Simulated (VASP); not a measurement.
# C (Fd-3m) in VASP: notebook

The runs below take C through G0W0 quasiparticle levels, with PBE.

All numbers are computed with VASP 6.6.1; they aren't measurements. Logs are shortened: lines on timing, memory, paths and dates and some standing lists are left out, and cuts for length are marked.

## (1) The cell of the first run

Symmetry: Fd-3m, No. 227, cubic system. Conventional cell: a = 3.560 Å, b = 3.560 Å, c = 3.560 Å, α = 90.00°, β = 90.00°, γ = 90.00°. Within 2.1 Å of C (site symmetry -43m) lie 4 C at 1.54 Å.

## (2) G0W0 quasiparticle levels, PBE

Contents of POSCAR:

```
C
1.0
    0.0000000000      1.7801241426      1.7801241426
    1.7801241426      0.0000000000      1.7801241426
    1.7801241426      1.7801241426      0.0000000000
C
2
Direct
    0.0000000000      0.0000000000      0.0000000000
    0.2500000000      0.2500000000      0.2500000000
```

Contents of INCAR.step1:

```
SYSTEM = C
ALGO = Normal ; EDIFF = 1E-8
ENCUT = 500 ; GGA = PE
ISMEAR = 0 ; LASPH = .TRUE.
LCHARG = .FALSE. ; LREAL = .FALSE.
LWAVE = .TRUE. ; NELM = 100
PREC = Accurate ; SIGMA = 0.01
```

Contents of INCAR.step2:

```
SYSTEM = C
ALGO = Exact ; EDIFF = 1E-8
ENCUT = 500 ; GGA = PE
ISMEAR = 0 ; ISTART = 1
LASPH = .TRUE. ; LCHARG = .FALSE.
LOPTICS = .TRUE. ; LREAL = .FALSE.
LWAVE = .TRUE. ; NBANDS = 124
NELM = 1 ; PREC = Accurate
SIGMA = 0.01
```

Contents of INCAR.step3:

```
SYSTEM = C
ALGO = EVGW0 ; EDIFF = 1E-8
ENCUT = 500 ; ENCUTGW = 150.0
GGA = PE ; ISMEAR = 0
ISTART = 1 ; LASPH = .TRUE.
LCHARG = .FALSE. ; LREAL = .FALSE.
LWAVE = .FALSE. ; NBANDS = 124
NBANDSGW = 12 ; NELMGW = 1
NOMEGA = 48 ; PREC = Accurate
PRECFOCK = Fast ; SIGMA = 0.01
```

Contents of KPOINTS:

```
k-points
0
G
  4 4 4
  0 0 0
```

Potentials or basis: VASP PAW PBE potentials, release 64 (C_GW).

Launch:

```console
$ cat potpaw_PBE.64/C_GW/POTCAR > POTCAR
$ cp INCAR.step1 INCAR
$ mpirun -np 1 vasp_std > vasp.out
$ cp INCAR.step2 INCAR
$ mpirun -np 1 vasp_std > vasp.out
$ cp INCAR.step3 INCAR
$ mpirun -np 1 vasp_std > vasp.out
```

OUTCAR:

```text
SYSTEM = C
   EDIFF = 1E-8
   ENCUT = 500
   ENCUTGW = 150.0
   GGA = PE
   ISMEAR = 0
   ISTART = 1
   LASPH = .TRUE.
   LREAL = .FALSE.
   NELMGW = 1
   PREC = Accurate
   PRECFOCK = Fast

 ion  position               nearest neighbor table
   1  0.000  0.000  0.000-   2 1.54   2 1.54   2 1.54   2 1.54
   2  0.250  0.250  0.250-   1 1.54   1 1.54   1 1.54   1 1.54

  LATTYP: Found a face centered cubic cell.
 ALAT       =     3.5602482852

  Lattice vectors:

 A1 = (   0.0000000000,   1.7801241426,   1.7801241426)
 A2 = (   1.7801241426,   0.0000000000,   1.7801241426)
 A3 = (   1.7801241426,   1.7801241426,   0.0000000000)

Analysis of symmetry for initial positions (statically):
=====================================================================
 Subroutine PRICEL returns:
 Original cell was already a primitive cell.

 Routine SETGRP: Setting up the symmetry group for a
 face centered cubic supercell.

 Subroutine GETGRP returns: Found 48 space group operations
 (whereof 24 operations were pure point group operations)
 out of a pool of 48 trial point group operations.

The static configuration has the point symmetry T_d .
 The point group associated with its full space group is O_h .

Analysis of symmetry for dynamics (positions and initial velocities):
=====================================================================
 Subroutine PRICEL returns:
 Original cell was already a primitive cell.

 Routine SETGRP: Setting up the symmetry group for a
 face centered cubic supercell.

 Subroutine GETGRP returns: Found 48 space group operations
 (whereof 24 operations were pure point group operations)
 out of a pool of 48 trial point group operations.

The dynamic configuration has the point symmetry T_d .
 The point group associated with its full space group is O_h .

 Subroutine INISYM returns: Found 48 space group operations
 (whereof 24 operations are pure point group operations),
 and found     1 'primitive' translations

----------------------------------------------------------------------------------------

                                     Primitive cell

  volume of cell :      11.2819

  direct lattice vectors                    reciprocal lattice vectors
     0.000000000  1.780124143  1.780124143    -0.280879287  0.280879287  0.280879287
     1.780124143  0.000000000  1.780124143     0.280879287 -0.280879287  0.280879287
     1.780124143  1.780124143  0.000000000     0.280879287  0.280879287 -0.280879287

  length of vectors
     2.517475705  2.517475705  2.517475705     0.486497196  0.486497196  0.486497196

  position of ions in fractional coordinates (direct lattice)
     0.000000000  0.000000000  0.000000000
     0.250000000  0.250000000  0.250000000

  ion indices of the primitive-cell ions
   primitive index   ion index
                 1           1
                 2           2

----------------------------------------------------------------------------------------

 KPOINTS: k-points

Automatic generation of k-mesh.
 Grid dimensions read from file:
 generate k-points for:    4    4    4

 Generating k-lattice:

  Cartesian coordinates                     Fractional coordinates (reciprocal lattice)
    -0.070219822  0.070219822  0.070219822     0.250000000  0.000000000  0.000000000
     0.070219822 -0.070219822  0.070219822     0.000000000  0.250000000  0.000000000
     0.070219822  0.070219822 -0.070219822     0.000000000  0.000000000  0.250000000

  Length of vectors
     0.121624299  0.121624299  0.121624299

  Shift w.r.t. Gamma in fractional coordinates (k-lattice)
     0.000000000  0.000000000  0.000000000

 Subroutine IBZKPT returns following result:
 ===========================================

 Found      8 irreducible k-points:

 Following reciprocal coordinates:
            Coordinates               Weight
  0.000000  0.000000  0.000000      1.000000
  0.250000  0.000000  0.000000      8.000000
  0.500000  0.000000  0.000000      4.000000
  0.250000  0.250000  0.000000      6.000000
  0.500000  0.250000  0.000000     24.000000
 -0.250000  0.250000  0.000000     12.000000
  0.500000  0.500000  0.000000      3.000000
 -0.250000  0.500000  0.250000      6.000000
   k-points           NKPTS =      8   k-points in BZ     NKDIM =     64   number of bands    NBANDS=    124
   number of dos      NEDOS =    301   number of ions     NIONS =      2
   total plane-waves  NPLWV =   5832
   dimension x,y,z NGX =    18 NGY =   18 NGZ =   18
   dimension x,y,z NGXF=    36 NGYF=   36 NGZF=   36
   ions per type =               2
   NGX,Y,Z   is equivalent  to a cutoff of  11.89, 11.89, 11.89 a.u.
   NGXF,Y,Z  is equivalent  to a cutoff of  23.77, 23.77, 23.77 a.u.
 SYSTEM =  C
   PREC   = accura    normal or accurate (medium, high low for compatibility)
   ISTART =      1    job   : 0-new  1-cont  2-samecut
   ICHARG =      0    charge: 1-file 2-atom 10-const
   ISPIN  =      1    spin polarized calculation?
   LNONCOLLINEAR =      F non collinear calculations
   LSORBIT =      F    spin-orbit coupling
   LASPH  =      T    aspherical Exc in radial PAW
   ENCUT  =  500.0 eV  36.75 Ry    6.06 a.u.   4.59  4.59  4.59*2*pi/ulx,y,z
   NELM   =     60;   NELMIN=  2; NELMDL=  0     # of ELM steps
   EDIFF  = 0.1E-07   stopping-criterion for ELM
   LREAL  =      F    real-space projection
   EDIFFG = 0.1E-06   stopping-criterion for IOM
   NSW    =      0    number of steps for IOM
   IBRION =     -1    ionic relax: 0-MD 1-quasi-New 2-CG
   NFREE  =      0    steps in history (QN), initial steepest desc. (CG)
   ISIF   =      0    stress and relaxation
   ISYM   =      3    0-nonsym 1-usesym 2-fastsym
   POTIM  = 0.5000    time-step for ionic-motion
   TEBEG  =    0.0;   TEEND  =   0.0 temperature during run
   PSTRESS=    0.0 pullay stress
   NELECT =       8.0000    total number of electrons
   NUPDOWN=      -1.0000    fix difference up-down
   EMIN   =  10.00;   EMAX   =-10.00  energy-range for DOS
   EFERMI =   0.00;   METHOD = LEGACY
   ISMEAR =     0;   SIGMA  =   0.01  broadening in eV -4-tet -1-fermi 0-gaus
   EFERMI_NEDOS =   21; number of points for ismear=-14 and -15
   IALGO  =     38    algorithm
   IMIX   =      4    mixing-type and parameters
     AMIX     =   0.40;   BMIX     =  1.00
     AMIX_MAG =   1.60;   BMIX_MAG =  1.00
  volume/ion in A,a.u.               =       5.64        38.07
  Fermi-wavevector in a.u.,A,eV,Ry     =   1.459860  2.758735 28.996616  2.131191
  Thomas-Fermi vector in A             =   2.576377
   LORBIT       =      0    0 simple, 1 ext, 2 COOP (PROOUT), +10 PAW based schemes
   GGA     = PE    functional components
   LHFCALC =     T    Hartree Fock is set to
   PRECFOCK=fast      Normal, Fast or Accurate (Low or Medium for compatibility)
   ENCUT4O =  -1.0   cutoff for four orbital integrals eV
   NKREDX  =     1    reduce k-point grid by
   NKREDY  =     1    reduce k-point grid by
   NKREDZ  =     1    reduce k-point grid by
   AEXX    =    1.0000 exact exchange contribution
   HFSCREEN=    0.0000 screening length (either q_TF or 0.3 A-1)
   HFSCREENC=   0.0000 screening length for correlation (either q_TF or 0.3 A-1)
   ENCUTFOCK=  -1.0 apply spherical cutoff to Coloumb kernel
   IVDW    =     0    specifies the selected vdW correction
   LEPSILON=     F    determine dielectric tensor
   LRPA    =     F    only Hartree local field effects (RPA)
   LRPAFORCE           =     F    calculate RPA forces
   ENCUTGW             = 150.0    cutoff for response function in eV
   ENCUTGWSOFT         = 120.0    soft cutoff for Coulomb kernel in GW response function in eV
   ENCUTLF             =  -1.0    cutoff for local field effects
   NELMGW              =     1    number of iterations in solving QP/BSE equation
   NELMHF              =     1    number of iterations in the inner HF iteration
   NKREDLFX            =     1    NKREDLFY  =   1   NKREDLFZ  =   1
 non-spin polarized calculation
 Gauss-broadening in eV      SIGMA  =   0.01
  energy-cutoff  :      500.00
  volume of cell :       11.28
 maximum number of plane-waves:       302
  NGX = 12; NGY = 12; NGZ = 12
   NGX =  9   NGY =  9   NGZ =  9
 maximum number of plane-waves:        59
 NGX is ok and might be reduce to    10

 QP shifts <psi_nk| G(iteration)W_0 |psi_nk>: iteration 1
 for sc-GW calculations column KS-energies equals QP-energies in previous step
 and V_xc(KS)=  KS-energies - (<T + V_ion + V_H > + <T+V_H+V_ion>^1  + <V_x>^1)

 k-point   1 :       0.0000    0.0000    0.0000
  band No.  KS-energies  QP-energies   sigma(KS)   V_xc(KS)     V^pw_x(r,r')   Z            occupation Imag(sigma)

      1     -11.6868     -13.3395     -16.9410     -14.7866     -25.4360       0.7671       2.0000       1.4511
      2       9.8732       9.2388     -17.5919     -16.8206     -19.5334       0.8226       2.0000       0.0984
      3       9.8732       9.2388     -17.5919     -16.8206     -19.5334       0.8226       2.0000       0.0984
      4       9.8732       9.2388     -17.5919     -16.8206     -19.5334       0.8226       2.0000       0.0984
      5      15.4724      16.4783     -14.3038     -15.5341      -9.1126       0.8177       0.0000      -0.0950
      6      15.4724      16.4783     -14.3038     -15.5341      -9.1126       0.8177       0.0000      -0.0950
      7      15.4724      16.4783     -14.3038     -15.5341      -9.1126       0.8177       0.0000      -0.0950
      8      23.3205      24.2274     -15.2072     -16.3807      -7.6689       0.7728       0.0000      -0.2520
      9      29.2275      29.4340     -11.6094     -11.8663      -4.2985       0.8037       0.0000      -0.3984
     10      36.4491      37.2955     -12.8718     -13.9041      -5.8811       0.8199       0.0000      -0.5652
     11      36.4491      37.2955     -12.8718     -13.9041      -5.8811       0.8199       0.0000      -0.5652
     12      37.4506      37.8318     -11.0482     -11.5157      -3.2470       0.8154       0.0000      -0.9819

 k-point   2 :       0.2500    0.0000    0.0000
  band No.  KS-energies  QP-energies   sigma(KS)   V_xc(KS)     V^pw_x(r,r')   Z            occupation Imag(sigma)
[... 97 lines left out ...]
      1      -2.1388      -3.5328     -17.7681     -15.9554     -23.5110       0.7690       2.0000       0.4090
      2      -2.1388      -3.5328     -17.7681     -15.9554     -23.5110       0.7690       2.0000       0.4090
      3       1.4921       0.3584     -16.3107     -14.8755     -20.1679       0.7900       2.0000       0.1864
      4       1.4921       0.3584     -16.3107     -14.8755     -20.1679       0.7900       2.0000       0.1864
      5      20.5144      21.3547     -13.1510     -14.1844      -7.0032       0.8131       0.0000      -0.1473
      6      20.5144      21.3547     -13.1510     -14.1844      -7.0032       0.8131       0.0000      -0.1473
      7      22.2571      23.4135     -14.6740     -16.1450      -7.5578       0.7861       0.0000      -0.2127
      8      22.2571      23.4135     -14.6740     -16.1450      -7.5578       0.7861       0.0000      -0.2127
      9      31.2913      32.3987     -13.9945     -15.4193      -5.6136       0.7772       0.0000      -0.5516
     10      31.2913      32.3987     -13.9945     -15.4193      -5.6136       0.7772       0.0000      -0.5516
     11      40.3809      41.1419     -12.4988     -13.4510      -4.2063       0.7993       0.0000      -1.0057
     12      40.3809      41.1419     -12.4988     -13.4510      -4.2063       0.7993       0.0000      -1.0057
```

Run time: 30 s. Hardware: 1 thread of Intel Xeon 8259CL, shared host; peak memory 0.16 GiB.

Results:

```
Band gap on the k mesh, mean-field level : 4.45 eV, indirect (least direct gap 5.60 eV)
Quasiparticle gap                        : 5.77 eV
Least direct quasiparticle gap           : 7.24 eV
```

Caveat: the k points lie up to 0.76 Å⁻¹ apart; bands, screening cutoff and mesh are small and nothing is extrapolated, so the quasiparticle values aren't converged. A k mesh can miss the band edges.

## (3) G0W0 quasiparticle levels, PBE

POSCAR is that of step 2.

Contents of INCAR.step1:

```
SYSTEM = C
PREC = Accurate
ENCUT = 500
EDIFF = 1E-8
ISMEAR = 0
SIGMA = 0.01
LREAL = .False.
LASPH = .True.
NELM = 60
ALGO = Normal
LWAVE = .True.
LCHARG = .False.
GGA = PE
```

Contents of INCAR.step2:

```
SYSTEM = C
PREC = Accurate
ENCUT = 500
EDIFF = 1E-8
ISMEAR = 0
SIGMA = 0.01
LREAL = .False.
LASPH = .True.
NELM = 1
ALGO = Exact
LWAVE = .True.
LCHARG = .False.
GGA = PE
NBANDS = 34
LOPTICS = .True.
ISTART = 1
```

Contents of INCAR.step3:

```
SYSTEM = C
PREC = Accurate
ENCUT = 500
EDIFF = 1E-8
ISMEAR = 0
SIGMA = 0.01
LREAL = .False.
LASPH = .True.
ALGO = EVGW0
LWAVE = .False.
LCHARG = .False.
GGA = PE
NELMGW = 1
NBANDS = 34
ENCUTGW = 60
NOMEGA = 48
PRECFOCK = Fast
ISTART = 1
NBANDSGW = 12
```

Contents of KPOINTS:

```
Automatic mesh
0
Gamma
  4 4 4
  0 0 0
```

Potentials or basis: VASP PAW PBE potentials, release 64 (C_GW).

Launch:

```console
$ cat potpaw_PBE.64/C_GW/POTCAR > POTCAR
$ cp INCAR.step1 INCAR
$ mpirun -np 1 vasp_std > vasp.out
$ cp INCAR.step2 INCAR
$ mpirun -np 1 vasp_std > vasp.out
$ cp INCAR.step3 INCAR
$ mpirun -np 1 vasp_std > vasp.out
```

OUTCAR:

```text
SYSTEM = C
   PREC = Accurate
   ENCUT = 500
   EDIFF = 1E-8
   ISMEAR = 0
   LREAL = .False.
   LASPH = .True.
   GGA = PE
   NELMGW = 1
   ENCUTGW = 60
   PRECFOCK = Fast
   ISTART = 1

 ion  position               nearest neighbor table
   1  0.000  0.000  0.000-   2 1.54   2 1.54   2 1.54   2 1.54
   2  0.250  0.250  0.250-   1 1.54   1 1.54   1 1.54   1 1.54

  LATTYP: Found a face centered cubic cell.
 ALAT       =     3.5602482852

  Lattice vectors:

 A1 = (   0.0000000000,   1.7801241426,   1.7801241426)
 A2 = (   1.7801241426,   0.0000000000,   1.7801241426)
 A3 = (   1.7801241426,   1.7801241426,   0.0000000000)

Analysis of symmetry for initial positions (statically):
=====================================================================
 Subroutine PRICEL returns:
 Original cell was already a primitive cell.

 Routine SETGRP: Setting up the symmetry group for a
[... 149 lines left out ...]
   NELMHF              =     1    number of iterations in the inner HF iteration
   NKREDLFX            =     1    NKREDLFY  =   1   NKREDLFZ  =   1
 non-spin polarized calculation
 Gauss-broadening in eV      SIGMA  =   0.01
  energy-cutoff  :      500.00
  volume of cell :       11.28
 maximum number of plane-waves:       302
  NGX = 12; NGY = 12; NGZ = 12
   NGX =  9   NGY =  9   NGZ =  9
 maximum number of plane-waves:        15
 NGX is ok and might be reduce to    10

 QP shifts <psi_nk| G(iteration)W_0 |psi_nk>: iteration 1
 for sc-GW calculations column KS-energies equals QP-energies in previous step
 and V_xc(KS)=  KS-energies - (<T + V_ion + V_H > + <T+V_H+V_ion>^1  + <V_x>^1)

 k-point   1 :       0.0000    0.0000    0.0000
  band No.  KS-energies  QP-energies   sigma(KS)   V_xc(KS)     V^pw_x(r,r')   Z            occupation Imag(sigma)

      1     -11.6868     -12.7734     -16.2089     -14.7866     -25.4360       0.7640       2.0000       1.4821
      2       9.8732       9.9953     -16.6737     -16.8206     -19.5334       0.8310       2.0000       0.0990
      3       9.8732       9.9953     -16.6737     -16.8206     -19.5334       0.8310       2.0000       0.0990
      4       9.8732       9.9953     -16.6737     -16.8206     -19.5334       0.8310       2.0000       0.0990
      5      15.4724      16.9992     -13.6855     -15.5341      -9.1126       0.8259       0.0000      -0.1149
      6      15.4724      16.9992     -13.6855     -15.5341      -9.1126       0.8259       0.0000      -0.1149
      7      15.4724      16.9992     -13.6855     -15.5341      -9.1126       0.8259       0.0000      -0.1149
      8      23.3205      24.8323     -14.4533     -16.3807      -7.6689       0.7844       0.0000      -0.2647
      9      29.2275      29.7517     -11.2211     -11.8663      -4.2985       0.8126       0.0000      -0.4347
     10      36.4491      37.7267     -12.3431     -13.9041      -5.8811       0.8185       0.0000      -0.5875
     11      36.4491      37.7267     -12.3431     -13.9041      -5.8811       0.8185       0.0000      -0.5875
     12      37.4506      38.2692     -10.5281     -11.5157      -3.2470       0.8289       0.0000      -1.0348
[... 100 lines left out ...]
      1      -2.1388      -2.9468     -17.0042     -15.9554     -23.5110       0.7705       2.0000       0.4141
      2      -2.1388      -2.9468     -17.0042     -15.9554     -23.5110       0.7705       2.0000       0.4141
      3       1.4921       0.8814     -15.6452     -14.8755     -20.1679       0.7933       2.0000       0.2098
      4       1.4921       0.8814     -15.6452     -14.8755     -20.1679       0.7933       2.0000       0.2098
      5      20.5144      21.8366     -12.5697     -14.1844      -7.0032       0.8189       0.0000      -0.1680
      6      20.5144      21.8366     -12.5697     -14.1844      -7.0032       0.8189       0.0000      -0.1680
      7      22.2571      24.0530     -13.8915     -16.1450      -7.5578       0.7969       0.0000      -0.2325
      8      22.2571      24.0530     -13.8915     -16.1450      -7.5578       0.7969       0.0000      -0.2325
      9      31.2913      33.1483     -13.0559     -15.4193      -5.6136       0.7857       0.0000      -0.5598
     10      31.2913      33.1483     -13.0559     -15.4193      -5.6136       0.7857       0.0000      -0.5598
     11      40.3809      41.7070     -11.8032     -13.4510      -4.2063       0.8048       0.0000      -1.0428
     12      40.3809      41.7070     -11.8032     -13.4510      -4.2063       0.8048       0.0000      -1.0428
```

OUTCAR.step2:

```text
SYSTEM = C
   PREC = Accurate
   ENCUT = 500
   EDIFF = 1E-8
   ISMEAR = 0
   LREAL = .False.
[... 690 lines left out ...]
     0.00000     7.52498     7.52498     7.52498     0.00000     0.00000    -0.00000
     1.52071     7.71298     7.71298     7.71298     0.00000     0.00000    -0.00000
     3.04142     8.41236     8.41236     8.41236     0.00000     0.00000    -0.00000
     4.56213    10.64891    10.64891    10.64891     0.00000     0.00000    -0.00000
     6.08284     3.51492     3.51492     3.51492     0.00000     0.00000    -0.00000
     7.60355    12.15313    12.15313    12.15313     0.00000     0.00000    -0.00000
[... 92 lines left out ...]
   149.02951     0.95230     0.95230     0.95230    -0.00000    -0.00000    -0.00000
   150.55022     0.95331     0.95331     0.95331    -0.00000    -0.00000    -0.00000
```

Wall time 9 s (1 thread of AMD EPYC 9R45 (Zen 5), shared host); peak memory 0.1 GiB.

What came out:

```
Band gap on the k mesh, mean-field level : 4.45 eV, indirect (least direct gap 5.60 eV)
Quasiparticle gap                        : 5.42 eV
Least direct quasiparticle gap           : 7.00 eV
```

Caveat: the k points lie up to 0.76 Å⁻¹ apart; bands, screening cutoff and mesh are small and nothing is extrapolated, so the quasiparticle values aren't converged.
